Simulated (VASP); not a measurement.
# HW3C3 in VASP: further runs

The runs below take HW3C3 through single point, with PBEsol.

Program: VASP 6.6.1. These are calculated values, not measurements. Logs are shortened: lines on timing, memory, paths and dates and some standing lists are left out, and cuts for length are marked.

## Step 1: The cell of the first run

The cell holds a slab with vacuum, 7 atoms: a = 2.898 Å, b = 2.898 Å, c = 26.069 Å, α = 90.00°, β = 90.00°, γ = 120.00°.

## Step 2: Single point, PBEsol

Input file INCAR:

```
PREC = Accurate
ENCUT = 520
EDIFF = 1E-6
ISMEAR = 0
SIGMA = 0.1
LREAL = False
LASPH = True
NELM = 80
ALGO = Normal
ISIF = 2
LWAVE = False
LCHARG = True
LDIPOL = True
IDIPOL = 3
DIPOL = 0.5 0.5 0.491
GGA = PS
LELF = True
LVHAR = True
LVACPOTAV = True
NBANDS = 36
```

Input file KPOINTS:

```
Automatic mesh
0
Gamma
  12 12 1
```

Input file POSCAR:

```
HW3C3
1.0
    2.8984136670      0.0000000000      0.0000000000
   -1.4492068335      2.5100998663      0.0000000000
    0.0000000000      0.0000000000     26.0690297590
C W H
3 3 1
Direct
    0.6666666667      0.3333333333      0.3260573976
    0.6666666667      0.3333333333      0.4345237245
    0.6666666667      0.3333333333      0.5436916559
    0.0000000000      0.0000000000      0.3802905610
    0.0000000000      0.0000000000      0.4886950234
    0.0000000000      0.0000000000      0.5975218422
    0.0000000000      0.0000000000      0.6645629611
```

Potentials or basis: VASP PAW PBE potentials, release 64 (C, W_sv, H).

On the command line:

```
cat potpaw_PBE.64/C/POTCAR potpaw_PBE.64/W_sv/POTCAR potpaw_PBE.64/H/POTCAR > POTCAR
mpirun -np 1 vasp_std > vasp.out
```

OUTCAR:

```text
PREC = Accurate
   ENCUT = 520
   EDIFF = 1E-6
   ISMEAR = 0
   LREAL = False
   LASPH = True
   NELM = 80
   ISIF = 2
   GGA = PS

 ion  position               nearest neighbor table
   1  0.667  0.333  0.326-   4 2.19   4 2.19   4 2.19
   2  0.667  0.333  0.435-   5 2.19   5 2.19   5 2.19   4 2.19   4 2.19   4 2.19
   3  0.667  0.333  0.544-   6 2.18   6 2.18   6 2.18   5 2.20   5 2.20   5 2.20
   4  0.000  0.000  0.380-   1 2.19   1 2.19   1 2.19   2 2.19   2 2.19   2 2.19   5 2.83
   5  0.000  0.000  0.489-   2 2.19   2 2.19   2 2.19   3 2.20   3 2.20   3 2.20   4 2.83   6 2.84

   6  0.000  0.000  0.598-   7 1.75   3 2.18   3 2.18   3 2.18   5 2.84
   7  0.000  0.000  0.665-   6 1.75

  LATTYP: Found a hexagonal cell.
 ALAT       =     2.8984136670
 C/A-ratio  =     8.9942405585

  Lattice vectors:

 A1 = (   2.8984136670,   0.0000000000,   0.0000000000)
 A2 = (  -1.4492068335,   2.5100998663,   0.0000000000)
 A3 = (   0.0000000000,   0.0000000000,  26.0690297590)

Analysis of symmetry for initial positions (statically):
=====================================================================
 Subroutine PRICEL returns:
 Original cell was already a primitive cell.

 Routine SETGRP: Setting up the symmetry group for a
 hexagonal supercell.

 Subroutine GETGRP returns: Found  6 space group operations
 (whereof  6 operations were pure point group operations)
 out of a pool of 24 trial point group operations.

The static configuration has the point symmetry C_3v.

Analysis of symmetry for dynamics (positions and initial velocities):
=====================================================================
 Subroutine PRICEL returns:
 Original cell was already a primitive cell.

 Routine SETGRP: Setting up the symmetry group for a
 hexagonal supercell.

 Subroutine GETGRP returns: Found  6 space group operations
 (whereof  6 operations were pure point group operations)
 out of a pool of 24 trial point group operations.

The dynamic configuration has the point symmetry C_3v.

 Subroutine INISYM returns: Found  6 space group operations
 (whereof  6 operations are pure point group operations),
 and found     1 'primitive' translations

----------------------------------------------------------------------------------------

                                     Primitive cell

  volume of cell :     189.6602

  direct lattice vectors                    reciprocal lattice vectors
[... 101 lines left out ...]
   PSTRESS=    0.0 pullay stress
   NELECT =      55.0000    total number of electrons
   NUPDOWN=      -1.0000    fix difference up-down
   EMIN   =  10.00;   EMAX   =-10.00  energy-range for DOS
   EFERMI =   0.00;   METHOD = LEGACY
   ISMEAR =     0;   SIGMA  =   0.10  broadening in eV -4-tet -1-fermi 0-gaus
   EFERMI_NEDOS =   21; number of points for ismear=-14 and -15
   IALGO  =     38    algorithm
   IMIX   =      4    mixing-type and parameters
     AMIX     =   0.40;   BMIX     =  1.00
     AMIX_MAG =   1.60;   BMIX_MAG =  1.00
  volume/ion in A,a.u.               =      27.09       182.84
  Fermi-wavevector in a.u.,A,eV,Ry     =   1.083603  2.047713 15.975908  1.174196
  Thomas-Fermi vector in A             =   2.219673
   LORBIT       =      0    0 simple, 1 ext, 2 COOP (PROOUT), +10 PAW based schemes
   GGA     = PS    functional components
   LHFCALC =     F    Hartree Fock is set to
   AEXX    =    0.0000 exact exchange contribution
   IVDW    =     0    specifies the selected vdW correction
   LEPSILON=     F    determine dielectric tensor
   LRPA    =     F    only Hartree local field effects (RPA)
 non-spin polarized calculation
 Gauss-broadening in eV      SIGMA  =   0.10
  energy-cutoff  :      520.00
  volume of cell :      189.66
 maximum number of plane-waves:      5197
 NGX is ok and might be reduce to    24
   NGX = 11   NGY = 11   NGZ = 97

 dipolmoment           0.000000      0.000000     -0.005547 electrons x Angstroem

 number of electron      54.9999999 magnetization

 dipolmoment           0.000000      0.000000      0.037905 electrons x Angstroem

 Free energy of the ion-electron system (eV)
  ---------------------------------------------------
  ext. energy  EPLUGINS =         0.00000000
  ---------------------------------------------------
  free energy    TOTEN  =       -68.86730575 eV

  energy without entropy =      -68.84123624  energy(sigma->0) =      -68.85427100

 E-fermi :  -0.9043     XC(G=0):  -5.5624

 val. band max:       -0.9140208871   @ k =   0.4167   0.0000   0.0000
 cond. band min:      -0.8940202871   @ k =   0.3333  -0.0000   0.0000
 fundamental gap:      0.0200006000
 Fermi energy:        -0.9042865277

 k-point     1 :       0.0000    0.0000    0.0000
  band No.  band energies     occupation
      1     -74.7090      2.00000
      2     -74.5742      2.00000
      3     -74.5331      2.00000
      4     -39.2554      2.00000
      5     -38.8358      2.00000
      6     -38.6094      2.00000
[... 730 lines left out ...]
     35       4.2799      0.00000
     36       5.1332      0.00000

------------------------ aborting loop because EDIFF is reached ----------------------------------------

  FORCE on cell =-STRESS in cart. coord.  units (eV):
  Direction    XX          YY          ZZ          XY          YZ          ZX
  --------------------------------------------------------------------------------------
  -------------------------------------------------------------------------------------
  Total       -1.4707476     -1.4707476     -5.0341055      0.0000000      0.0000000      0.0000000
  in kB      -12.4243166    -12.4243166    -42.5262082      0.0000000      0.0000000      0.0000000
  external PRESSURE =     -22.4582804 kB  Pullay stress =       0.0000000 kB

 VOLUME and BASIS-vectors are now :
 -----------------------------------------------------------------------------
  energy-cutoff  :      520.00
  volume of cell :      189.66
      direct lattice vectors                 reciprocal lattice vectors
     2.898413667  0.000000000  0.000000000     0.345016314  0.199195262  0.000000000
    -1.449206833  2.510099866  0.000000000     0.000000000  0.398390524  0.000000000
     0.000000000  0.000000000 26.069029759     0.000000000  0.000000000  0.038359694

 POSITION                                       TOTAL-FORCE (eV/Angst)
 -----------------------------------------------------------------------------------
      1.44921      0.83670      8.50000        -0.000000      0.000000      4.688867
      1.44921      0.83670     11.32761        -0.000000      0.000000      0.860041
      1.44921      0.83670     14.17351         0.000000     -0.000000      0.002489
      0.00000      0.00000      9.91381        -0.000000      0.000000     -5.623221
      0.00000      0.00000     12.73981         0.000000     -0.000000      0.002366
      0.00000      0.00000     15.57681         0.000000     -0.000000      0.058626
      0.00000      0.00000     17.32451         0.000000     -0.000000      0.010832
 -----------------------------------------------------------------------------------
    total drift:                               -0.000000      0.000000      0.000550

  FREE ENERGIE OF THE ION-ELECTRON SYSTEM (eV)
  ---------------------------------------------------
  free  energy   TOTEN  =       -68.8673057537 eV

  energy  without entropy=      -68.8412362405  energy(sigma->0) =      -68.85427100

 vacuum level on the upper side and lower side of the slab         6.371         5.429
```

OSZICAR:

```text
N       E                     dE             d eps       ncg     rms          rms(c)
DAV:   1     0.562931551163E+03    0.56293E+03   -0.32656E+04  1648   0.141E+03
DAV:   2    -0.444734930606E+02   -0.60741E+03   -0.59681E+03  1584   0.422E+02
DAV:   3    -0.759729409283E+02   -0.31499E+02   -0.30662E+02  1716   0.939E+01
[... 27 lines left out ...]
DAV:  31    -0.688672976510E+02   -0.76542E-05   -0.10477E-06  1132   0.569E-03    0.253E-03
DAV:  32    -0.688673023124E+02   -0.46614E-05   -0.57792E-07  1012   0.304E-03    0.803E-04
DAV:  33    -0.688673044095E+02   -0.20971E-05   -0.11974E-07   928   0.144E-03    0.599E-04
DAV:  34    -0.688673054475E+02   -0.10380E-05   -0.15761E-07   888   0.225E-03    0.103E-03
DAV:  35    -0.688673057537E+02   -0.30626E-06   -0.46972E-08   780   0.147E-03
   1 F= -.68867306E+02 E0= -.68854271E+02  d E =-.260695E-01
```

Run time: 6.1 min. Hardware: 1 thread of AMD EPYC 7R13 (Zen 3), shared host; peak memory 0.35 GiB.

Results:

| Item | Value |
| --- | --- |
| Free energy | -68.8673 eV |
| Largest force | 5.623 eV/Å |

Forces on the atoms (eV/Å):
```
C    0.000  0.000  4.689
C    0.000  0.000  0.860
C    0.000  0.000  0.002
W    0.000  0.000 -5.623
W    0.000  0.000  0.002
W    0.000  0.000  0.059
H    0.000  0.000  0.011
```

Caveat: the PAW data sets were made with another functional, which shifts forces and pressure a little; spin-orbit coupling is left out, which moves the levels of the heavy elements.

## Step 3: Single point, PBEsol

Input file INCAR:

```
ALGO = Normal
DIPOL = 0.5 0.5 0.486
EDIFF = 1E-6
ENCUT = 520
GGA = PS
IDIPOL = 3
ISIF = 2
ISMEAR = 0
LASPH = True
LCHARG = False
LDIPOL = True
LREAL = False
LWAVE = False
NBANDS = 36
NELM = 60
PREC = Accurate
SIGMA = 0.1
```

Input file KPOINTS:

```
k-points
0
Gamma
  12 12 1
```

Input file POSCAR:

```
HW3C3
1.0
    2.8984136670      0.0000000000      0.0000000000
   -1.4492068335      2.5100998663      0.0000000000
    0.0000000000      0.0000000000     26.0690297590
C W H
3 3 1
Direct
    0.6666666667      0.3333333333      0.3260573976
    0.6666666667      0.3333333333      0.4345237245
    0.6668067655      0.3336135311      0.5435329187
    0.0000000000      0.0000000000      0.3802905610
    0.0000741099      0.0001482199      0.4884178254
    0.0001381019      0.0002762037      0.5959851117
    0.3333106731      0.6666213463      0.6360774760
```

Potentials or basis: VASP PAW PBE potentials, release 64 (C, W_sv, H).

On the command line:

```
cat potpaw_PBE.64/C/POTCAR potpaw_PBE.64/W_sv/POTCAR potpaw_PBE.64/H/POTCAR > POTCAR
mpirun -np 1 vasp_std > vasp.out
```

It took 12 min on 1 thread of AMD EPYC 7R13 (Zen 3), shared host; peak memory 0.44 GiB.

It converged, with:

- Free energy: -70.2062 eV
- Largest force: 6.049 eV/Å

Forces in eV/Å, atoms in the order of the input:
```
C    0.000  0.000  4.889
C    0.000  0.003  1.085
C    0.000 -0.003  0.001
W    0.000  0.000 -6.049
W    0.000 -0.001  0.015
W    0.000 -0.002  0.042
H    0.000  0.003  0.018
```

Levels at points of the mesh, in eV from the Fermi level:
```tsv
k point	band 26	band 27	band 28	band 29	band 30	band 31
(0.00, 0.00, 0.00)	-0.61	-0.61	0.14	0.77	0.77	0.83
(0.50, 0.00, 0.00)	-0.83	-0.04	0.76	1.27	2.38	3.86
(0.00, 0.50, 0.00)	-0.83	-0.04	0.76	1.27	2.38	3.86
```

Caveat: the PAW data sets were made with another functional, which shifts forces and pressure a little; spin-orbit coupling is left out, which moves the levels of the heavy elements.
